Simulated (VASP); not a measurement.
The system is VOs.

```xyz
2
Lattice="3.0166 0.0000 0.0000 0.0000 3.0166 0.0000 0.0000 0.0000 3.0166" Properties=species:S:1:pos:R:3 pbc="T T T"
V     0.0000    0.0000    0.0000
Os    1.5083    1.5083    1.5083
```

Base run:

```yaml
Program: VASP 6.6.1
Functional: PBEsol
Potentials_or_basis: VASP PAW PBE potentials, release 64 (V_sv, Os)
Cutoff: 520 eV
k_mesh: 10 × 10 × 10
Occupations: fermi-dirac, width 0.1 eV
Spin: collinear spin, ferromagnetic start
Starting_moments: "[2.0, 0.0] μB"
```

Its results: pressure -7.9 GPa; net moment 0.00 μB per cell.

Problem. The run is repeated on the same cell with these changes: functional from PBEsol to BLYP; further incar settings from ALGO = Normal; EDIFF = 1e-06; NBANDS = 22 to ALGO = Normal; EDIFF = 1e-07; NBANDS = 22. What comes out?

Solution. Pressure 13.7 GPa; net moment 0.00 μB per cell.

Caveats: the PAW data sets were made with another functional, which shifts forces and pressure a little.
